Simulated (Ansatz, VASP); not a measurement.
**MgO: VASP beside Ansatz**

File INCAR:

```
SYSTEM = MgO
  PREC = Accurate
  ENCUT = 600
  EDIFF = 1E-6
  ISMEAR = -1
  SIGMA = 0.02
  LREAL = .FALSE.
  LASPH = .TRUE.
  NELM = 120
  ALGO = Normal
  ISIF = 2
  LWAVE = .FALSE.
  LCHARG = .FALSE.
  GGA = PE
  NBANDS = 11
  GGA_COMPAT = .FALSE.
```

KPOINTS

```
regular mesh
0
G
  10 10 10
  0 0 0
```

POSCAR

```
MgO
1.0
    0.0000000000      2.2516549871      2.2516549871
    2.2516549871      0.0000000000      2.2516549871
    2.2516549871      2.2516549871      0.0000000000
Mg O
1 1
Direct
    0.0000000000      0.0000000000      0.0000000000
    0.2500000000      0.2500000000      0.2500000000
```

Input for Ansatz:

```yaml
crystal:
  lattice:
    - [0.0, 2.2516549871, 2.2516549871]
    - [2.2516549871, 0.0, 2.2516549871]
    - [2.2516549871, 2.2516549871, 0.0]
  atoms:
    - { symbol: Mg, position: [0.0, 0.0, 0.0] }
    - { symbol: O, position: [0.25, 0.25, 0.25] }
kpoints:
  mp_grid: { grid: [10, 10, 10] }
  band_path:
    path:
      - [0.0, 0.0, 0.0]
      - [-0.5, -0.5, 0.0]
      - [-0.375, -0.375, 0.25]
      - [-0.375, 0.0, 0.375]
      - [0.0, 0.0, 0.5]
      - [-0.5, -0.25, 0.25]
    npoints: 1
hamiltonian:
  xc: pbe
scf:
  occupations: { method: fermi_dirac, width: 0.02 }
  n_extra_bands: 4
output:
  forces: true
  stress: true
  eigenvalues: true
```

Change from the starting cell: hydrostatic strain -1.3%.

Alike in both runs: task single point; functional PBE; k mesh 10 × 10 × 10; occupations fermi-dirac, width 0.02 eV; no spin polarisation.

|  | VASP | Ansatz |
| --- | --- | --- |
| version | VASP 6.6.1 | Ansatz 0.2.0 |
| potentials or method | VASP PAW PBE potentials, release 64 (Mg, O) | plane waves, PAW |
| plane-wave cutoff (eV) | 600 | 420 |
| valence electrons in the cell | 8 | 16 |

Ansatz gave:

| Quantity | Value |
| --- | --- |
| gap on the k mesh at the Fermi level (eV) | 3.89 |
| pressure (GPa) | 9.5 |

Question: Estimate VASP's values.

Answer: gap on the k mesh at the Fermi level (eV): 3.88; pressure (GPa): 8.9.

VASP's potentials hold 8 valence electrons a cell and Ansatz's 16, so a difference there can come from the potentials and not from the codes.
